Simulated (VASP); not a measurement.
Write the native input for VASP 6.6.1 that does the following.

```yaml
Task: single point
Functional: PBE
Potentials_or_basis: VASP PAW PBE potentials, release 64 (Ta_pv, N)
Cutoff: 520 eV
k_mesh: 6 × 6 × 4, shifted
Occupations: gaussian, width 0.1 eV
Spin: no spin polarisation
Dipole_correction: no
Further_INCAR_settings: ALGO = Normal; EDIFF = 1e-06; NBANDS = 24; ISYM = 0
```

The structure of TaN lies in POSCAR:

```
TaN
1.0
    3.0500010905      0.0000000000      0.0000000000
   -1.5250005453      2.6413784260      0.0000000000
    0.0000000000      0.0000000000      4.9400000000
Ta N
2 2
Direct
    0.3333333333      0.6666666667      0.0000000000
    0.6666666667      0.3333333333      0.5000000000
    0.3333333333      0.6666666667      0.3850000000
    0.6666666667      0.3333333333      0.8850000000
```

The input as run:

INCAR

```
ALGO = Normal
EDIFF = 1E-6
ENCUT = 520
GGA = PE
ISIF = 2
ISMEAR = 0
ISYM = 0
LASPH = True
LCHARG = False
LREAL = False
LWAVE = False
NBANDS = 24
NELM = 100
PREC = Accurate
SIGMA = 0.1
```

KPOINTS

```
Automatic mesh
0
Gamma
  6 6 4
  0.5 0.5 0.5
```

Potentials or basis: VASP PAW PBE potentials, release 64 (Ta_pv, N).

The run is started by

```sh
$ cat potpaw_PBE.64/Ta_pv/POTCAR potpaw_PBE.64/N/POTCAR > POTCAR
$ mpirun -np 1 vasp_std > vasp.out
```

It gave:

| Property | Result |
| --- | --- |
| Pressure | 140.1 GPa |
| Largest force | 2.328 eV/Å |
| Band gap on the k mesh | zero (bands 16 and 17 overlap by 1.30 eV) |

Caveat: the k points lie up to 0.40 Å⁻¹ apart, too coarse for converged energies and pressures of a metal; spin-orbit coupling is left out, which moves the levels of the heavy elements; forces of over 1 eV/Å act on the atoms, so gaps and moduli don't describe the material at rest.

Run time: 3.2 min on 1 thread of Intel Xeon 8259CL, on a shared host, peak memory 0.3 GiB.
